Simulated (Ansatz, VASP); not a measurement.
Two plane-wave programs on SiW

The input INCAR:

```
SYSTEM = SiW
PREC     = Accurate       ! precision mode
ENCUT    = 600            ! plane-wave cutoff, eV
EDIFF    = 1E-7           ! SCF threshold, eV
ISMEAR   = -1             ! smearing method
SIGMA    = 0.08           ! smearing width, eV
LREAL    = .False.        ! projectors in reciprocal space
LASPH    = .True.         ! aspherical terms in the spheres
NELM     = 80             ! most SCF steps
ALGO     = Normal         ! electronic algorithm
ISIF     = 3              ! what is computed and relaxed
LWAVE    = .False.        ! write WAVECAR
LCHARG   = .False.        ! write CHGCAR
GGA      = PE             ! functional
IBRION   = 2              ! ionic algorithm
NSW      = 60             ! ionic steps
EDIFFG   = -0.005         ! ionic threshold
```

File KPOINTS:

```
regular mesh
0
Gamma
  11 11 11
  0 0 0
```

File POSCAR:

```
SiW
1.0
    0.0000000000      2.9294002053      2.9294002053
    2.9294002053      0.0000000000      2.9294002053
    2.9294002053      2.9294002053      0.0000000000
W Si
1 1
Direct
    0.0000000000      0.0000000000      0.0000000000
    0.2500000000      0.2500000000      0.2500000000
```

Input for Ansatz:

```yaml
crystal:
  lattice:
    - [0.0, 2.9294002053, 2.9294002053]
    - [2.9294002053, 0.0, 2.9294002053]
    - [2.9294002053, 2.9294002053, 0.0]
  atoms:
    - { symbol: W, position: [0.0, 0.0, 0.0] }
    - { symbol: Si, position: [0.25, 0.25, 0.25] }
kpoints:
  mp_grid: { grid: [11, 11, 11] }
scf:
  occupations: { method: fermi_dirac, width: 0.08 }
hamiltonian:
  xc: pbe
  pseudopotentials: { kind: paw }
output:
  forces: true
  stress: true
  write_density: true
  write_potential: true
  elf: true
  volumetric_format: npy
relax:
  f_tol: 0.005
  max_steps: 40
  cell: {}
```

Alike in both runs: task relaxation of cell and atoms; functional PBE; k mesh 11 × 11 × 11; occupations fermi-dirac, width 0.08 eV; no spin polarisation.

|  | VASP | Ansatz |
| --- | --- | --- |
| version | VASP 6.6.1 | Ansatz 0.2.0 |
| potentials or method | VASP PAW PBE potentials, release 64 (W_sv, Si) | PAW with Ansatz's default frozen-core files, scalar-relativistic |
| plane-wave cutoff (eV) | 600 | 420 |
| valence electrons in the cell | 18 | 18 |

|  | VASP | Ansatz | Ansatz less VASP |
| --- | --- | --- | --- |
| relaxed volume (Å³/atom) | 21.77 | 21.77 | -0.005 |
| relaxed length of the cell vector where the two differ most in proportion (Å) | 3.949 | 3.949 | -0.0003 |

Neither program's run includes spin-orbit coupling.
